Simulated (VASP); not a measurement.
# GaN (F-43m) in VASP: a series of runs

GaN is run at these levels: LDA; tasks: vibrations by perturbation theory.

Everything below comes from runs of VASP 6.6.1. Logs are shortened: lines on timing, memory, paths and dates and some standing lists are left out, and cuts for length are marked.

## (1) The cell of the first run

Symmetry: F-43m, No. 216, cubic system. The conventional cell has a = 4.361 Å, b = 4.361 Å, c = 4.361 Å, α = 90.00°, β = 90.00°, γ = 90.00°. Within 2.5 Å of Ga (site symmetry -43m) lie 4 N at 1.89 Å. N (site symmetry -43m) has 4 Ga at 1.89 Å within 2.5 Å.

## (2) Vibrations by perturbation theory, LDA

Contents of INCAR:

```
PREC     = Accurate       # precision mode
ENCUT    = 520            # plane-wave cutoff, eV
EDIFF    = 1E-8           # SCF threshold, eV
ISMEAR   = 0              # smearing method
SIGMA    = 0.01           # smearing width, eV
LREAL    = F              # projectors in reciprocal space
LASPH    = T              # aspherical terms in the spheres
NELM     = 60             # most SCF steps
ALGO     = Normal         # electronic algorithm
ISIF     = 2              # what is computed and relaxed
LWAVE    = F              # write WAVECAR
LCHARG   = F              # write CHGCAR
GGA      = CA             # functional
IBRION   = 8              # ionic algorithm
NSW      = 1              # ionic steps
```

Contents of KPOINTS:

```
Automatic mesh
0
Gamma
  10 10 10
```

Contents of POSCAR:

```
GaN
1.0
    2.1803732666      2.1803732666      0.0000000000
   -2.1803732666      2.1803732666      0.0000000000
    0.0000000000      2.1803732666      2.1803732666
Ga N
1 1
Direct
    0.0000000000      0.0000000000      0.0000000000
    0.2500000000      0.7500000000      0.5000000000
```

Potentials or basis: VASP PAW LDA potentials, release 64 (Ga_d, N).

The run is started by

```console
$ cat potpaw_LDA.64/Ga_d/POTCAR potpaw_LDA.64/N/POTCAR > POTCAR
$ mpirun -np 1 vasp_std > vasp.out
```

OUTCAR:

```text
PREC = Accurate
   ENCUT = 520
   EDIFF = 1E-8
   ISMEAR = 0
   LREAL = F
   LASPH = T
   NELM = 60
   ISIF = 2
   GGA = CA
   IBRION = 8
   NSW = 1

 ion  position               nearest neighbor table
   1  0.000  0.000  0.000-   2 1.89   2 1.89   2 1.89   2 1.89
   2  0.250  0.750  0.500-   1 1.89   1 1.89   1 1.89   1 1.89

  LATTYP: Found a face centered cubic cell.
 ALAT       =     4.3607465332

  Lattice vectors:

 A1 = (   0.0000000000,   2.1803732666,   2.1803732666)
 A2 = (   2.1803732666,   0.0000000000,   2.1803732666)
 A3 = (   2.1803732666,   2.1803732666,   0.0000000000)

Analysis of symmetry for initial positions (statically):
=====================================================================
 Subroutine PRICEL returns:
 Original cell was already a primitive cell.

 Routine SETGRP: Setting up the symmetry group for a
 face centered cubic supercell.

 Subroutine GETGRP returns: Found 24 space group operations
 (whereof 24 operations were pure point group operations)
 out of a pool of 48 trial point group operations.

The static configuration has the point symmetry T_d .

Analysis of symmetry for dynamics (positions and initial velocities):
=====================================================================
 Subroutine PRICEL returns:
 Original cell was already a primitive cell.

 Routine SETGRP: Setting up the symmetry group for a
 face centered cubic supercell.

 Subroutine GETGRP returns: Found 24 space group operations
 (whereof 24 operations were pure point group operations)
 out of a pool of 48 trial point group operations.

The dynamic configuration has the point symmetry T_d .

 Subroutine INISYM returns: Found 24 space group operations
 (whereof 24 operations are pure point group operations),
 and found     1 'primitive' translations

----------------------------------------------------------------------------------------

                                     Primitive cell

  volume of cell :      20.7311

  direct lattice vectors                    reciprocal lattice vectors
     2.180373267  2.180373267  0.000000000     0.229318534  0.229318534 -0.229318534
    -2.180373267  2.180373267  0.000000000    -0.229318534  0.229318534 -0.229318534
     0.000000000  2.180373267  2.180373267     0.000000000  0.000000000  0.458637067

  length of vectors
     3.083513445  3.083513445  3.083513445     0.397191351  0.397191351  0.458637067

  position of ions in fractional coordinates (direct lattice)
     0.000000000  0.000000000  0.000000000
     0.250000000  0.750000000  0.500000000

  ion indices of the primitive-cell ions
   primitive index   ion index
                 1           1
                 2           2

----------------------------------------------------------------------------------------

 KPOINTS: Automatic mesh

Automatic generation of k-mesh.
 Grid dimensions read from file:
 generate k-points for:   10   10   10

 Generating k-lattice:

  Cartesian coordinates                     Fractional coordinates (reciprocal lattice)
     0.022931853  0.022931853 -0.022931853     0.100000000  0.000000000  0.000000000
    -0.022931853  0.022931853 -0.022931853     0.000000000  0.100000000  0.000000000
     0.000000000  0.000000000  0.045863707     0.000000000  0.000000000  0.100000000

  Length of vectors
     0.039719135  0.039719135  0.045863707

  Shift w.r.t. Gamma in fractional coordinates (k-lattice)
     0.000000000  0.000000000  0.000000000

 Subroutine IBZKPT returns following result:
 ===========================================

 Found     47 irreducible k-points:
[... 75 lines left out ...]
   LEPSILON=     F    determine dielectric tensor
   LRPA    =     F    only Hartree local field effects (RPA)
 non-spin polarized calculation
 Gauss-broadening in eV      SIGMA  =   0.01
  energy-cutoff  :      520.00
  volume of cell :       20.73
 maximum number of plane-waves:       568
   NGX = 11   NGY = 11   NGZ = 11

--------------------------------------- Ionic step        1  -------------------------------------------

 number of electron      17.9999990 magnetization

 Free energy of the ion-electron system (eV)
  ---------------------------------------------------
  ext. energy  EPLUGINS =         0.00000000
  ---------------------------------------------------
  free energy    TOTEN  =       -13.87116822 eV

  energy without entropy =      -13.87116822  energy(sigma->0) =      -13.87116822

 E-fermi :   6.2933     XC(G=0): -12.6560

 val. band max:        6.1857896238   @ k =   0.0000   0.0000   0.0000
 cond. band min:       8.5754805723   @ k =   0.0000   0.0000   0.0000
 fundamental gap:      2.3896909485
 Fermi energy:         6.2932595181

 k-point     1 :       0.0000    0.0000    0.0000
  band No.  band energies     occupation
      1     -10.5261      2.00000
      2      -7.5055      2.00000
      3      -7.5055      2.00000
      4      -7.5055      2.00000
      5      -7.0742      2.00000
      6      -7.0742      2.00000
      7       6.1858      2.00000
      8       6.1858      2.00000
      9       6.1858      2.00000
     10       8.5755      0.00000
     11      16.9161      0.00000
     12      16.9161      0.00000
     13      16.9161      0.00000
[... 354 lines left out ...]
  band No.  band energies     occupation
      1      -9.1337      2.00000
      2      -7.3688      2.00000
      3      -7.2051      2.00000
      4      -7.1522      2.00000
      5      -7.0326      2.00000
      6      -5.0932      2.00000
      7      -0.3930      2.00000
      8       1.6127      2.00000
      9       3.9741      2.00000
     10      11.7768      0.00000
     11      14.6877      0.00000
     12      17.3265      0.00000
     13      19.1590      0.00000

 [... further k-points ...]
[... 5 lines left out ...]
  --------------------------------------------------------------------------------------
  -------------------------------------------------------------------------------------
  Total        2.1224030      2.1224030      2.1224030     -0.0000000     -0.0000000      0.0000000
  in kB      164.0272061    164.0272061    164.0272061     -0.0000000     -0.0000000      0.0000000
  external PRESSURE =     164.0272061 kB  Pullay stress =       0.0000000 kB

 VOLUME and BASIS-vectors are now :
 -----------------------------------------------------------------------------
  energy-cutoff  :      520.00
  volume of cell :       20.73
      direct lattice vectors                 reciprocal lattice vectors
     2.180373267  2.180373267  0.000000000     0.229318534  0.229318534 -0.229318534
    -2.180373267  2.180373267  0.000000000    -0.229318534  0.229318534 -0.229318534
     0.000000000  2.180373267  2.180373267     0.000000000  0.000000000  0.458637067

 POSITION                                       TOTAL-FORCE (eV/Angst)
 -----------------------------------------------------------------------------------
      0.00000      0.00000      0.00000        -0.000000     -0.000000      0.000000
     -1.09019      3.27056      1.09019         0.000000      0.000000      0.000000
 -----------------------------------------------------------------------------------
    total drift:                                0.000001      0.000000     -0.000000

  FREE ENERGIE OF THE ION-ELECTRON SYSTEM (eV)
  ---------------------------------------------------
  free  energy   TOTEN  =       -13.8711682223 eV

  energy  without entropy=      -13.8711682223  energy(sigma->0) =      -13.87116822

[... ionic steps 2 to 3 ...]

--------------------------------------- Ionic step        4  -------------------------------------------

------------------------ aborting loop because EDIFF is reached ----------------------------------------

[... ionic steps 5 to 6 ...]

--------------------------------------- Ionic step        7  -------------------------------------------

 Free energy of the ion-electron system (eV)
  ---------------------------------------------------
  ---------------------------------------------------
  free energy    TOTEN  =        -0.23109674 eV

  energy without entropy =       -0.23109674

------------------------ aborting loop because EDIFF is reached ----------------------------------------

 INTERNAL STRAIN TENSOR  FOR ION    2  DIRECTION 1   (eV/Angst):
 -----------------------------------------------------------------------------
     0.02648  0.00000 -0.00000
     0.00000 -0.00522-13.49987
     0.00000-13.49987 -0.00522

 INTERNAL STRAIN TENSOR FOR ION    2 for displacements in x,y,z  (eV/Angst):
          X           Y           Z          XY          YZ          ZX
  --------------------------------------------------------------------------------
  x     0.00000     0.00000     0.00000     0.00000   -13.49987    -0.00000
  y     0.00000     0.00000     0.00000    -0.00000     0.00000   -13.49987
  z     0.00000     0.00000     0.00000   -13.49987    -0.00000     0.00000

 SECOND DERIVATIVES (NOT SYMMETRIZED)
 ------------------------------------
               1X          1Y          1Z          2X          2Y          2Z
  1X   -16.081309   -0.000000    0.000000   16.081309    0.000000   -0.000000
  1Y     0.000000  -16.081309   -0.000000   -0.000000   16.081309    0.000000
  1Z     0.000000   -0.000000  -16.081309   -0.000000    0.000000   16.081309
  2X    16.102509    0.000000   -0.000000  -16.102509   -0.000000    0.000000
  2Y    -0.000000   16.102509    0.000000    0.000000  -16.102509   -0.000000
  2Z    -0.000000    0.000000   16.102509    0.000000   -0.000000  -16.102509

 Eigenvectors and eigenvalues of the dynamical matrix
 ----------------------------------------------------

   1 f  =   18.369914 THz   115.421573 2PiTHz  612.754372 cm-1    75.971825 meV
             X         Y         Z           dx          dy          dz
      0.000000  0.000000  0.000000     0.408711   -0.000000    0.000000
     -1.090187  3.270560  1.090187    -0.912664    0.000000    0.000000
[... 21 lines left out ...]
   6 f/i=    0.004514 THz     0.028360 2PiTHz    0.150560 cm-1     0.018667 meV
             X         Y         Z           dx          dy          dz
      0.000000  0.000000  0.000000     0.000000   -0.000000   -0.912664
     -1.090187  3.270560  1.090187    -0.000000    0.000000   -0.408711

--------------------------------------------------------------------------------------------------------

 ELASTIC MODULI CONTR FROM IONIC RELAXATION (kBar)
 Direction    XX          YY          ZZ          XY          YZ          ZX
 --------------------------------------------------------------------------------
 XX          -0.0000     -0.0000     -0.0000      0.0000      0.0000     -0.0000
 YY          -0.0000     -0.0000     -0.0000      0.0000      0.0000      0.0000
 ZZ          -0.0000     -0.0000     -0.0000      0.0000      0.0000     -0.0000
 XY           0.0000      0.0000      0.0000   -832.8276     -0.0000     -0.0000
 YZ           0.0000      0.0000      0.0000     -0.0000   -832.8276     -0.0000
 ZX          -0.0000      0.0000     -0.0000     -0.0000     -0.0000   -832.8276
 --------------------------------------------------------------------------------
```

It took 1.9 min on 1 thread of AMD EPYC 7R13 (Zen 3), shared host; peak memory 0.2 GiB.

Results:

| Property | Result |
| --- | --- |
| Highest phonon frequency at Γ, LO-TO splitting left out | 613 cm⁻¹ |

Phonon frequencies in cm⁻¹ (negative: imaginary):
| q point | frequencies |
| --- | --- |
| (0.000, 0.000, 0.000) | 0 0 0 613 613 613 |

Caveat: the cell wasn't relaxed at this level first, which shifts response properties.

## (3) Vibrations by perturbation theory, LDA

This run uses another cell than the first one, of 10.57 Å³/atom, 1.020 times its volume.

Contents of INCAR:

```
SYSTEM = GaN
PREC = Accurate
ENCUT = 520
EDIFF = 1E-8
ISMEAR = 0
SIGMA = 0.01
LREAL = .False.
LASPH = .True.
NELM = 80
ALGO = Normal
ISIF = 2
LWAVE = .False.
LCHARG = .False.
IBRION = 8
NSW = 1
```

Contents of KPOINTS:

```
Automatic mesh
0
Gamma
  10 10 10
  0 0 0
```

Contents of POSCAR:

```
GaN
1.0
    2.1946664748      2.1946664748      0.0000000000
   -2.1946664748      2.1946664748      0.0000000000
    0.0000000000      2.1946664748      2.1946664748
Ga N
1 1
Direct
    0.0000000000      0.0000000000      0.0000000000
    0.2500000000      0.7500000000      0.5000000000
```

Potentials or basis: VASP PAW LDA potentials, release 64 (Ga_d, N).

The run is started by

```console
$ cat potpaw_LDA.64/Ga_d/POTCAR potpaw_LDA.64/N/POTCAR > POTCAR
$ mpirun -np 1 vasp_std > vasp.out
```

OUTCAR:

```text
SYSTEM = GaN
   PREC = Accurate
   ENCUT = 520
   EDIFF = 1E-8
   ISMEAR = 0
   LREAL = .False.
   LASPH = .True.
   NELM = 80
   ISIF = 2
   IBRION = 8
   NSW = 1

 ion  position               nearest neighbor table
   1  0.000  0.000  0.000-   2 1.90   2 1.90   2 1.90   2 1.90
   2  0.250  0.750  0.500-   1 1.90   1 1.90   1 1.90   1 1.90

  LATTYP: Found a face centered cubic cell.
 ALAT       =     4.3893329496

  Lattice vectors:

 A1 = (   0.0000000000,   2.1946664748,   2.1946664748)
 A2 = (   2.1946664748,   0.0000000000,   2.1946664748)
 A3 = (   2.1946664748,   2.1946664748,   0.0000000000)

Analysis of symmetry for initial positions (statically):
=====================================================================
 Subroutine PRICEL returns:
 Original cell was already a primitive cell.

[... 613 lines left out ...]
------------------------ aborting loop because EDIFF is reached ----------------------------------------

 INTERNAL STRAIN TENSOR  FOR ION    2  DIRECTION 1   (eV/Angst):
 -----------------------------------------------------------------------------
     0.02444  0.00000 -0.00000
     0.00000 -0.00363-12.18367
     0.00000-12.18367 -0.00363

 INTERNAL STRAIN TENSOR FOR ION    2 for displacements in x,y,z  (eV/Angst):
          X           Y           Z          XY          YZ          ZX
  --------------------------------------------------------------------------------
  x     0.00000     0.00000     0.00000    -0.00000   -12.18367    -0.00000
  y     0.00000     0.00000     0.00000    -0.00000    -0.00000   -12.18367
  z     0.00000     0.00000     0.00000   -12.18367    -0.00000     0.00000

 SECOND DERIVATIVES (NOT SYMMETRIZED)
 ------------------------------------
               1X          1Y          1Z          2X          2Y          2Z
  1X   -15.199588    0.000000    0.000000   15.199588    0.000000    0.000000
  1Y     0.000000  -15.199588    0.000000    0.000000   15.199588    0.000000
  1Z     0.000000    0.000000  -15.199588    0.000000    0.000000   15.199588
  2X    15.214812   -0.000000    0.000000  -15.214812    0.000000   -0.000000
  2Y     0.000000   15.214812   -0.000000   -0.000000  -15.214812    0.000000
  2Z     0.000000   -0.000000   15.214812   -0.000000    0.000000  -15.214812

 Eigenvectors and eigenvalues of the dynamical matrix
 ----------------------------------------------------

   1 f  =   17.856861 THz   112.197966 2PiTHz  595.640765 cm-1    73.850009 meV
             X         Y         Z           dx          dy          dz
      0.000000  0.000000  0.000000     0.408765    0.000000   -0.000000
     -1.097333  3.292000  1.097333    -0.912640   -0.000000    0.000000
[... 21 lines left out ...]
   6 f/i=    0.003334 THz     0.020951 2PiTHz    0.111226 cm-1     0.013790 meV
             X         Y         Z           dx          dy          dz
      0.000000  0.000000  0.000000     0.123129   -0.904296    0.000000
     -1.097333  3.292000  1.097333     0.055149   -0.405028    0.000000

--------------------------------------------------------------------------------------------------------

 ELASTIC MODULI CONTR FROM IONIC RELAXATION (kBar)
 Direction    XX          YY          ZZ          XY          YZ          ZX
 --------------------------------------------------------------------------------
 XX          -0.0000     -0.0000     -0.0000      0.0000      0.0000      0.0000
 YY          -0.0000     -0.0000      0.0000      0.0000      0.0000      0.0000
 ZZ          -0.0000      0.0000     -0.0000      0.0000      0.0000     -0.0000
 XY           0.0000      0.0000      0.0000   -701.0559     -0.0000      0.0000
 YZ           0.0000      0.0000      0.0000     -0.0000   -701.0559     -0.0000
 ZX           0.0000      0.0000     -0.0000      0.0000     -0.0000   -701.0559
 --------------------------------------------------------------------------------
```

stdout:

```text
POSCAR found type information on POSCAR GaN
 POSCAR found :  2 types and       2 ions
 scaLAPACK will be used
 LDA part: xc-table for (Slater(with rela. corr.)+CA(PZ))
 , standard interpolation
 POSCAR, INCAR and KPOINTS ok, starting setup
 FFT: planning ... GRIDC
 FFT: planning ... GRID_SOFT
 FFT: planning ... GRID
 WAVECAR not read
 entering main loop
 Linear response reoptimize wavefunctions to high precision
 Linear response DOF=           2
 Linear response progress:
 first order change of Fermi-energy   0.51815E+00
 force on displaced ion       1 direction 1 : -15.200   0.000   0.000
 Linear response progress:
 first order change of Fermi-energy  -0.51910E+00
 force on displaced ion       2 direction 1 : -15.215  -0.000   0.000
 Linear response finished
```

Run time: 2.1 min. Hardware: 1 thread of AMD EPYC 7R13 (Zen 3), shared host; peak memory 0.2 GiB.

What came out:

| Property | Result |
| --- | --- |
| Highest phonon frequency at Γ, LO-TO splitting left out | 596 cm⁻¹ |

Phonon frequencies in cm⁻¹ (negative: imaginary):
```csv
q point,frequencies
"(0.000, 0.000, 0.000)",0 0 0 596 596 596
```

Caveat: the cell wasn't relaxed at this level first, which shifts response properties.

(Continued in part 2 of 3.)
